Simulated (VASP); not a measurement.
Sr: single point with LDA

Crystal: Sr.

```
Sr
1.0
    -2.42500    2.06125    2.42500
     2.42500   -2.06125    2.42500
     2.42500    2.06125   -2.42500
Sr
1
Direct
  0.00000 0.00000 0.00000
```

This cell differs from its parent crystal: strain -0.1500 x Voigt [0, 1, 0, 0, 0, 0].

```json
{
  "Program": "VASP 6.6.1",
  "Task": "single point",
  "Functional": "LDA",
  "Potentials or basis": "VASP PAW LDA potentials, release 64 (Sr_sv)",
  "Cutoff": "520 eV",
  "k mesh": "14 × 14 × 14",
  "Occupations": "gaussian, width 0.15 eV",
  "Spin": "no spin polarisation",
  "Dipole correction": "no",
  "Further INCAR settings": "ALGO = Fast; EDIFF = 1e-06; NBANDS = 11"
}
```

```
Pressure               : -0.1 GPa
Band gap on the k mesh : zero (band 5 reaches 2.03 eV, above the bottom of band 6 at 1.62 eV)
```

Stress tensor (GPa, compression positive):
```
-0.60  0.00  0.00
 0.00  0.97  0.00
 0.00  0.00 -0.60
```

Levels at points of the mesh, in eV from the Fermi level:
```csv
k point,band 2,band 3,band 4,band 5,band 6,band 7,band 8,band 9
"(0.00, 0.00, 0.00)",-18.14,-18.14,-18.14,-3.80,1.79,2.95,2.95,3.07
"(0.50, 0.00, 0.00)",-18.47,-18.24,-18.17,-0.98,0.78,0.84,3.78,5.32
"(0.00, 0.50, 0.00)",-18.45,-18.21,-18.12,-1.30,0.20,2.05,2.93,4.05
"(0.50, 0.50, 0.50)",-18.38,-18.38,-18.29,-0.44,-0.18,3.45,3.45,5.41
```

It took 49 s on 1 thread of Intel(R) Xeon(R) 6975P-C (Granite Rapids), with other jobs on the host, peak memory 0.24 GiB.

Caveat: the cell differs from its parent crystal (strain -0.1500 x Voigt [0, 1, 0, 0, 0, 0]).
